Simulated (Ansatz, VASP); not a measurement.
# Two plane-wave programs on Cd3AgF

Contents of INCAR:

```
SYSTEM = Cd3AgF
PREC = Accurate
ENCUT = 700
EDIFF = 1E-6
ISMEAR = 0
SIGMA = 0.1
LREAL = .False.
LASPH = .True.
NELM = 200
ALGO = Normal
ISIF = 2
LWAVE = .False.
LCHARG = .False.
ISPIN = 2
MAGMOM = 0 0 0 1 0
LORBIT = 11
LMAXMIX = 4
GGA = PE
NBANDS = 55
GGA_COMPAT = .False.
```

KPOINTS

```
Automatic mesh
0
Gamma
  4 4 4
  0 0 0
```

File POSCAR:

```
Cd3AgF
1.0
    3.2983399500     -3.4410584100      0.0000000000
    3.2983399500      3.4410584100      0.0000000000
    0.0000000000      0.0000000000      4.5393577100
Cd Ag F
3 1 1
Direct
    0.2273944200      0.2273944200      0.5000000000
    0.7726055800      0.7726055800      0.5000000000
    0.0000000000      0.0000000000      0.0000000000
    0.5000000000      0.5000000000      0.0000000000
    0.0000000000      0.0000000000      0.5000000000
```

Input for Ansatz:

```yaml
crystal:
  lattice:
    - [3.29833995, -3.44105841, 0.0]
    - [3.29833995, 3.44105841, 0.0]
    - [0.0, 0.0, 4.53935771]
  atoms:
    - { symbol: Cd, position: [0.22739442, 0.22739442, 0.5] }
    - { symbol: Cd, position: [0.77260558, 0.77260558, 0.5] }
    - { symbol: Cd, position: [0.0, 0.0, 0.0] }
    - { symbol: Ag, position: [0.5, 0.5, 0.0], spin: 1.0 }
    - { symbol: F, position: [0.0, 0.0, 0.5] }
basis:
  ecutwfc: 420
kpoints:
  mp_grid: { grid: [4, 4, 4] }
hamiltonian:
  xc: pbe
scf:
  occupations: { method: gaussian, width: 0.1 }
  lower_state_search: "off"
output:
  forces: true
  stress: true
  eigenvalues: true
  populations: true
magnetization:
  spin_polarized: true
```

Alike in both runs: task single point; functional PBE; k mesh 4 × 4 × 4; occupations gaussian, width 0.1 eV; collinear spin.

```csv
,VASP,Ansatz
version,VASP 6.6.1,Ansatz 0.2.0
potentials or method,"VASP PAW PBE potentials, release 64 (Cd_sv_GW, Ag_sv_GW, F), cutoff 700 eV","scalar-relativistic, plane waves, PAW"
valence electrons in the cell,86,86
```

|  | VASP | Ansatz | Ansatz less VASP |
| --- | --- | --- | --- |
| gap on the k mesh at the Fermi level (eV) | none | none | - |
| rms of the force components (eV/Å) | 14.145 | 13.942 | -0.2031 |
| net moment per atom (μB) | 0.00 | 0.00 | 0.000 |

Atom by atom the forces differ by 0.203 eV/Å (rms over components). A gap of «none» marks a metal or a gap that the smearing closes. The functional is the same, so the differences come from potentials, cutoffs and numerics. Ansatz's warnings: seeded moment not kept.
